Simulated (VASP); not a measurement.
SiF:

```
Si F
1.0
     3.02860    0.00000    0.00000
     0.00000    3.02860    0.00000
     0.00000    0.00000    3.02860
Si F
1 1
Cartesian
  1.5143 1.5143 1.5143
  0.0000 0.0000 0.0000
```

```yaml
Program: VASP 6.6.1
Task: relaxation of cell and atoms
Functional: PBEsol
Dispersion: D4
Potentials_or_basis: VASP PAW PBE potentials, release 64 (Si, F_h)
Cutoff: 910 eV
k_mesh: 9 × 9 × 9
Occupations: fermi-dirac, width 0.05 eV
Spin: no spin polarisation
```

At the start: pressure -4.4 GPa; volume 13.89 Å³/atom.

Q: How do energy, volume and symmetry change on relaxing?

A: Over 5 steps the energy falls by 3.2 meV/atom and the volume is 13.05 Å³/atom (-6.1 %); space group Pm-3m (No. 221, to 0.05 Å).

Step by step:
| step | energy change (eV) | largest force (eV/Å) | pressure (GPa) | volume (Å³) |
| --- | --- | --- | --- | --- |
| 1 | 0.0000 | 0.0000 | -4.41 | 27.78 |
| 2 | -0.0062 | 0.0000 | -0.26 | 26.27 |
| 3 | -0.0064 | 0.0000 | -0.17 | 26.19 |
| 4 | -0.0064 | 0.0000 | 0.15 | 26.01 |
| 5 | -0.0064 | 0.0000 | -0.02 | 26.09 |

Final structure:
```cif
data_structure
_symmetry_space_group_name_H-M 'P 1'
_symmetry_Int_Tables_number 1
_cell_length_a 2.9661
_cell_length_b 2.9661
_cell_length_c 2.9661
_cell_angle_alpha 90.000
_cell_angle_beta 90.000
_cell_angle_gamma 90.000
_cell_volume 26.09
loop_
_atom_site_label
_atom_site_type_symbol
_atom_site_fract_x
_atom_site_fract_y
_atom_site_fract_z
_atom_site_occupancy
Si1 Si 0.50000 0.50000 0.50000 1
F1 F 0.00000 0.00000 0.00000 1
```

Caveat: the cutoff is under 1.25 times the usual one of these potentials, so pressure, stress and relaxed cells hold a basis-set (Pulay) error; the PAW data sets were made with another functional, which shifts forces and pressure a little; an odd number of electrons without spin polarisation forces a metal; a magnetic or distorted state may lie lower; pairwise dispersion overbinds metals, which lowers pressure and volume.
